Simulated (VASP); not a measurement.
Set up this calculation in VASP 6.6.1, as the native input.

| Property | Result |
| --- | --- |
| Task | single point |
| Functional | PBE |
| Potentials or basis | VASP PAW PBE potentials, release 64 (Ta_pv, N) |
| Cutoff | 600 eV |
| k mesh | 17 × 17 × 17 |
| Occupations | fermi-dirac, width 0.08 eV |
| Spin | no spin polarisation |
| Dipole correction | no |
| Further INCAR settings | ALGO = Normal; EDIFF = 1e-06; NBANDS = 15 |

The structure of TaN (rocksalt type) lies in POSCAR:

```
TaN
1.0
    0.0000000000      2.2085726944      2.2085726944
    2.2085726944      0.0000000000      2.2085726944
    2.2085726944      2.2085726944      0.0000000000
Ta N
1 1
Direct
    0.0000000000      0.0000000000      0.0000000000
    0.5000000000      0.5000000000      0.5000000000
```

The input as run:

INCAR

```
ALGO     = Normal         # electronic algorithm
EDIFF    = 1E-6           # SCF threshold, eV
ENCUT    = 600            # plane-wave cutoff, eV
GGA      = PE             # functional
GGA_COMPAT= F            
ISIF     = 2              # what is computed and relaxed
ISMEAR   = -1             # smearing method
LASPH    = T              # aspherical terms in the spheres
LCHARG   = T              # write CHGCAR
LELF     = T              # ELF
LREAL    = F              # projectors in reciprocal space
LVHAR    = T            
LWAVE    = F              # write WAVECAR
NBANDS   = 15             # bands
NELM     = 120            # most SCF steps
PREC     = Accurate       # precision mode
SIGMA    = 0.08           # smearing width, eV
```

KPOINTS

```
k-points
0
Gamma
  17 17 17
```

Potentials or basis: VASP PAW PBE potentials, release 64 (Ta_pv, N).

Run with:

```console
$ cat potpaw_PBE.64/Ta_pv/POTCAR potpaw_PBE.64/N/POTCAR > POTCAR
$ mpirun -np 1 vasp_std > vasp.out
```

It gave:

```json
{"Pressure": "0.7 GPa", "Band gap on the k mesh": "zero (band 8 reaches 11.21 eV, above the bottom of band 9 at 7.33 eV)"}
```

Caveat: spin-orbit coupling is left out, which moves the levels of the heavy elements.

Run time: 88 s on 1 thread of AMD EPYC 7R13 Processor (Zen 3), on a shared host, peak memory 0.18 GiB.
